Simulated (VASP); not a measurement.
# AlPt3C (Pm-3m) in VASP: notebook, part 2 of 2

VASP 6.6.1. The steps go on from the part before.

## Step 3: Single point, r2SCAN

This run uses another cell than the first one, of 14.03 Å³/atom.

File POSCAR:

```
AlPt3C
1.0
    4.1239799893      0.0000000000      0.0000000000
    0.0000000000      4.1239799893      0.0000000000
    0.0000000000      0.0000000000      4.1239799893
Al C Pt
1 1 3
Direct
    0.0000000000      0.0000000000      0.0000000000
    0.5000000000      0.5000000000      0.5000000000
    0.5000000000      0.5000000000      0.0000000000
    0.0000000000      0.5000000000      0.5000000000
    0.5000000000      0.0000000000      0.5000000000
```

File INCAR.step1:

```
PREC = Accurate
ENCUT = 520
ISMEAR = 0
SIGMA = 0.1
LREAL = F
LASPH = T
NELM = 60
NBANDS = 26
GGA = PE
ALGO = Normal
EDIFF = 1E-4
LWAVE = T
LCHARG = F
```

File INCAR.step2:

```
PREC = Accurate
ENCUT = 520
EDIFF = 1E-6
ISMEAR = 0
SIGMA = 0.1
LREAL = F
LASPH = T
NELM = 60
ALGO = Normal
ISIF = 2
LWAVE = F
LCHARG = F
METAGGA = R2SCAN
LMIXTAU = T
NBANDS = 26
ISTART = 1
```

File KPOINTS:

```
Automatic mesh
0
Gamma
  6 6 6
```

Potentials or basis: VASP PAW PBE potentials, release 64 (Al, C, Pt).

Started as:

```
> cat potpaw_PBE.64/Al/POTCAR potpaw_PBE.64/C/POTCAR potpaw_PBE.64/Pt/POTCAR > POTCAR
> cp INCAR.step1 INCAR
> mpirun -np 1 vasp_std > vasp.out
> cp INCAR.step2 INCAR
> mpirun -np 1 vasp_std > vasp.out
```

OUTCAR:

```text
PREC = Accurate
   ENCUT = 520
   EDIFF = 1E-6
   ISMEAR = 0
   LREAL = F
   LASPH = T
   NELM = 60
   ISIF = 2
   METAGGA = R2SCAN
   ISTART = 1

 ion  position               nearest neighbor table
   1  0.000  0.000  0.000-   3 2.92   4 2.92   5 2.92   4 2.92   5 2.92   3 2.92   4 2.92   4 2.92
                             3 2.92   5 2.92   5 2.92   3 2.92
   2  0.500  0.500  0.500-   3 2.06   4 2.06   5 2.06   3 2.06   5 2.06   4 2.06
   3  0.500  0.500  0.000-   2 2.06   2 2.06   4 2.92   5 2.92   1 2.92   4 2.92   5 2.92   1 2.92
                             5 2.92   5 2.92   1 2.92   4 2.92   4 2.92   1 2.92
   4  0.000  0.500  0.500-   2 2.06   2 2.06   3 2.92   5 2.92   1 2.92   3 2.92   1 2.92   5 2.92
                             1 2.92   1 2.92   3 2.92   5 2.92   3 2.92   5 2.92
   5  0.500  0.000  0.500-   2 2.06   2 2.06   3 2.92   4 2.92   1 2.92   3 2.92   1 2.92   3 2.92
                             4 2.92   3 2.92   1 2.92   4 2.92   1 2.92   4 2.92

  LATTYP: Found a simple cubic cell.
 ALAT       =     4.1239799893

  Lattice vectors:

 A1 = (   4.1239799893,   0.0000000000,   0.0000000000)
 A2 = (   0.0000000000,   4.1239799893,   0.0000000000)
 A3 = (   0.0000000000,   0.0000000000,   4.1239799893)

Analysis of symmetry for initial positions (statically):
[... 178 lines left out ...]
 cond. band min:      10.4567697858   @ k =   0.3333   0.1667   0.0000
 fundamental gap:      0.1085796129
 Fermi energy:        10.4458621278

 k-point     1 :       0.0000    0.0000    0.0000
  band No.  band energies     occupation
      1      -5.9993      2.00000
      2       0.4912      2.00000
      3       3.9189      2.00000
      4       3.9189      2.00000
      5       3.9189      2.00000
      6       4.4296      2.00000
[... 569 lines left out ...]
     25      19.9367      0.00000
     26      19.9367      0.00000

------------------------ aborting loop because EDIFF is reached ----------------------------------------

  FORCE on cell =-STRESS in cart. coord.  units (eV):
  Direction    XX          YY          ZZ          XY          YZ          ZX
  --------------------------------------------------------------------------------------
  -------------------------------------------------------------------------------------
  Total        2.3606682      2.3606682      2.3606682     -0.0000000      0.0000000      0.0000000
  in kB       53.9257120     53.9257120     53.9257120     -0.0000000      0.0000000      0.0000000
  external PRESSURE =      53.9257120 kB  Pullay stress =       0.0000000 kB

 VOLUME and BASIS-vectors are now :
 -----------------------------------------------------------------------------
  energy-cutoff  :      520.00
  volume of cell :       70.14
      direct lattice vectors                 reciprocal lattice vectors
     4.123979989  0.000000000  0.000000000     0.242484203  0.000000000  0.000000000
     0.000000000  4.123979989  0.000000000     0.000000000  0.242484203  0.000000000
     0.000000000  0.000000000  4.123979989     0.000000000  0.000000000  0.242484203

 POSITION                                       TOTAL-FORCE (eV/Angst)
 -----------------------------------------------------------------------------------
      0.00000      0.00000      0.00000         0.000000      0.000000      0.000000
      2.06199      2.06199      2.06199         0.000000      0.000000      0.000000
      2.06199      2.06199      0.00000         0.000000      0.000000      0.000000
      0.00000      2.06199      2.06199         0.000000      0.000000      0.000000
      2.06199      0.00000      2.06199         0.000000      0.000000      0.000000
 -----------------------------------------------------------------------------------
    total drift:                                0.000000     -0.000000     -0.000000

  FREE ENERGIE OF THE ION-ELECTRON SYSTEM (eV)
  ---------------------------------------------------
  free  energy   TOTEN  =      -170.0487258706 eV

  energy  without entropy=     -170.0359006012  energy(sigma->0) =     -170.04231324
```

It took 88 s on 1 thread of Intel Xeon 8259CL, shared host; peak memory 0.21 GiB.

What came out:

```yaml
Free_energy: -170.0487 eV
Pressure: 5.4 GPa
Band_gap_on_the_k_mesh: zero (an odd number of electrons rules out a gap without spin polarisation)
```

Levels at points of the mesh, in eV from the Fermi level:
```tsv
k point	band 17	band 18	band 19	band 20	band 21	band 22
(0.00, 0.00, 0.00)	-1.10	-1.10	-1.10	1.13	1.13	1.13
(0.50, 0.00, 0.00)	-1.10	-0.34	-0.34	1.39	3.33	3.93
(0.50, 0.50, 0.00)	-1.84	-0.55	-0.55	1.03	2.29	5.05
(0.50, 0.50, 0.50)	-1.33	-1.33	-1.33	1.03	1.03	1.03
```

Caveat: the cell stands under pressure; the PAW data sets were made with another functional, which shifts forces and pressure a little; spin-orbit coupling is left out, which moves the levels of the heavy elements.

## Step 4: Single point, r2SCAN

Changes to POSCAR since step 3:

```diff
@@ -2,5 +2,5 @@
 1.0
-    4.1239799893      0.0000000000      0.0000000000
-    0.0000000000      4.1239799893      0.0000000000
-    0.0000000000      0.0000000000      4.1239799893
+    4.1518455643      0.0000000000      0.0000000000
+    0.0000000000      4.1518455643      0.0000000000
+    0.0000000000      0.0000000000      4.1518455643
 Al C Pt
```

File INCAR.step1:

```
PREC = Accurate ; ENCUT = 520
ISMEAR = 0 ; SIGMA = 0.1
LREAL = False ; LASPH = True
NELM = 60 ; NBANDS = 26
GGA = PE ; ALGO = Normal
EDIFF = 1E-4 ; LWAVE = True
LCHARG = False
```

File INCAR.step2:

```
PREC = Accurate ; ENCUT = 520
EDIFF = 1E-6 ; ISMEAR = 0
SIGMA = 0.1 ; LREAL = False
LASPH = True ; NELM = 60
ALGO = Normal ; ISIF = 2
LWAVE = False ; LCHARG = False
METAGGA = R2SCAN ; LMIXTAU = True
NBANDS = 26 ; ISTART = 1
```

KPOINTS is that of step 3.

Started as:

```
> cat potpaw_PBE.64/Al/POTCAR potpaw_PBE.64/C/POTCAR potpaw_PBE.64/Pt/POTCAR > POTCAR
> cp INCAR.step1 INCAR
> mpirun -np 1 vasp_std > vasp.out
> cp INCAR.step2 INCAR
> mpirun -np 1 vasp_std > vasp.out
```

Run time: 89 s. Hardware: 1 thread of Intel Xeon 8259CL, shared host; peak memory 0.2 GiB.

The run converged. Its results:

```yaml
Free_energy: -170.0757 eV
Pressure: 0.6 GPa
Band_gap_on_the_k_mesh: zero (an odd number of electrons rules out a gap without spin polarisation)
```

Levels at points of the mesh, in eV from the Fermi level:
| k point | band 17 | band 18 | band 19 | band 20 | band 21 | band 22 |
| --- | --- | --- | --- | --- | --- | --- |
| (0.00, 0.00, 0.00) | -1.09 | -1.09 | -1.09 | 1.19 | 1.19 | 1.19 |
| (0.50, 0.00, 0.00) | -1.08 | -0.32 | -0.32 | 1.34 | 3.21 | 3.89 |
| (0.50, 0.50, 0.00) | -1.78 | -0.55 | -0.55 | 1.02 | 2.23 | 5.01 |
| (0.50, 0.50, 0.50) | -1.30 | -1.30 | -1.30 | 0.99 | 0.99 | 0.99 |

Caveat: the PAW data sets were made with another functional, which shifts forces and pressure a little; spin-orbit coupling is left out, which moves the levels of the heavy elements.

## Step 5: Single point, r2SCAN

POSCAR is that of step 4.

File INCAR.step1:

```
SYSTEM = AlPt3C
ALGO = Normal
EDIFF = 1E-4
ENCUT = 520
GGA = PE
ISMEAR = 0
LASPH = .TRUE.
LCHARG = .FALSE.
LREAL = .FALSE.
LWAVE = .TRUE.
NBANDS = 26
NELM = 60
PREC = Accurate
SIGMA = 0.1
```

File INCAR.step2:

```
SYSTEM = AlPt3C
ALGO = Normal
EDIFF = 1E-6
ENCUT = 520
ISIF = 2
ISMEAR = 0
ISTART = 1
LASPH = .TRUE.
LCHARG = .TRUE.
LELF = .TRUE.
LMIXTAU = .TRUE.
LREAL = .FALSE.
LVHAR = .TRUE.
LWAVE = .FALSE.
METAGGA = R2SCAN
NBANDS = 26
NELM = 60
PREC = Accurate
SIGMA = 0.1
```

File KPOINTS:

```
k-points
0
G
  6 6 6
  0 0 0
```

Started as:

```
> cat potpaw_PBE.64/Al/POTCAR potpaw_PBE.64/C/POTCAR potpaw_PBE.64/Pt/POTCAR > POTCAR
> cp INCAR.step1 INCAR
> mpirun -np 1 vasp_std > vasp.out
> cp INCAR.step2 INCAR
> mpirun -np 1 vasp_std > vasp.out
```

Run time: 90 s. Hardware: 1 thread of Intel Xeon 8259CL, shared host; peak memory 0.2 GiB.

The run converged. Its results:

```yaml
Free_energy: -170.0757 eV
Pressure: 0.6 GPa
Band_gap_on_the_k_mesh: zero (an odd number of electrons rules out a gap without spin polarisation)
```

Levels at points of the mesh, in eV from the Fermi level:
| k point | band 16 | band 17 | band 18 | band 19 | band 20 | band 21 | band 22 | band 23 |
| --- | --- | --- | --- | --- | --- | --- | --- | --- |
| (0.00, 0.00, 0.00) | -1.12 | -1.09 | -1.09 | -1.09 | 1.19 | 1.19 | 1.19 | 2.90 |
| (0.50, 0.00, 0.00) | -2.46 | -1.08 | -0.32 | -0.32 | 1.34 | 3.21 | 3.89 | 3.89 |
| (0.50, 0.50, 0.00) | -2.43 | -1.78 | -0.55 | -0.55 | 1.02 | 2.23 | 5.01 | 5.03 |
| (0.50, 0.50, 0.50) | -2.59 | -1.30 | -1.30 | -1.30 | 0.99 | 0.99 | 0.99 | 1.58 |

Caveat: the PAW data sets were made with another functional, which shifts forces and pressure a little; spin-orbit coupling is left out, which moves the levels of the heavy elements.

## Step 6: Overview

```csv
cell,k mesh,gap on the mesh (eV),pressure (GPa)
"a = 4.153 Å, 5 atoms",5 × 5 × 5,none,0.6
"a = 4.124 Å, 5 atoms",6 × 6 × 6,none,5.4
"a = 4.152 Å, 5 atoms",6 × 6 × 6,none,0.6
```

Alike in all rows: task single point; level r2SCAN; potentials or basis VASP PAW PBE potentials, release 64 (Al, C, Pt); no spin polarisation; cutoff (eV) 520; smearing gaussian 0.1 eV.

Caveats: the PAW data sets were made with another functional, which shifts forces and pressure a little; spin-orbit coupling is left out, which moves the levels of the heavy elements; the cell stands under pressure (at least some runs).

Absolute energies hang on the potentials; compare differences alone.
